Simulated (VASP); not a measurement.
A run of VASP 6.6.1 is set up as follows.

File INCAR:

```
SYSTEM = Te2Mo
PREC = Accurate ; ENCUT = 520
EDIFF = 1E-7 ; ISMEAR = -1
SIGMA = 0.05 ; LREAL = .False.
LASPH = .True. ; NELM = 60
ALGO = Normal ; ISIF = 2
LWAVE = .False. ; LCHARG = .True.
GGA = PS ; LELF = .True.
LVHAR = .True. ; NBANDS = 20
```

File KPOINTS:

```
Automatic mesh
0
Gamma
  9 9 2
  0 0 0
```

Contents of POSCAR:

```
Te2Mo
1.0
    3.6300590280      0.0000000000      0.0000000000
   -1.8150295140      3.1437233354      0.0000000000
    0.0000000000      0.0000000000     17.8677540541
Te Mo
2 1
Direct
    0.3333333333      0.6666666667      0.1021445500
    0.3333333333      0.6666666667      0.8978554500
    0.0000000000      0.0000000000      0.0000000000
```

Potentials or basis: VASP PAW PBE potentials, release 64 (Te, Mo_sv).

Command:

```bash
$ cat potpaw_PBE.64/Te/POTCAR potpaw_PBE.64/Mo_sv/POTCAR > POTCAR
$ mpirun -np 1 vasp_std > vasp.out
```

(1) Estimate the largest force.

(2) Predict the band gap on the k mesh.

Results:

(1) 0.894 eV/Å.

(2) 0.96 eV.

Caveat: there is no dipole correction, which matters where the two faces differ; the PAW data sets were made with another functional, which shifts forces and pressure a little; spin-orbit coupling is left out, which moves the levels of the heavy elements.
